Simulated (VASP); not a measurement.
Runs of VASP 6.6.1 on ScAl2. The structure is that of space group Fd-3m (No. 227), or close to it. The cells are those of the table. 

| cell | gap on the mesh (eV) | pressure (GPa) |
| --- | --- | --- |
| a = 5.252 Å, angles 60.0°, 6 atoms | none | 4.2 |
| a = 5.307 Å, angles 60.0°, 6 atoms | none | 1.0 |
| a = 5.413 Å, angles 60.0°, 6 atoms | none | (a) |
| a = 5.360 Å, angles 60.0°, 6 atoms | none | -1.7 |
| a = 5.464 Å, angles 60.0°, 6 atoms | none | (b) |

Alike in all rows: task single point; level PBEsol; potentials or basis VASP PAW PBE potentials, release 64 (Sc_sv, Al); no spin polarisation; k mesh 5 × 5 × 5; cutoff (eV) 520; smearing fermi-dirac 0.15 eV.

Task: Estimate the missing entries.

Result: (a) -4.0; (b) -6.0.

Caveats: the PAW data sets were made with another functional, which shifts forces and pressure a little.

A gap of «none» marks levels without a gap at the run's occupations.
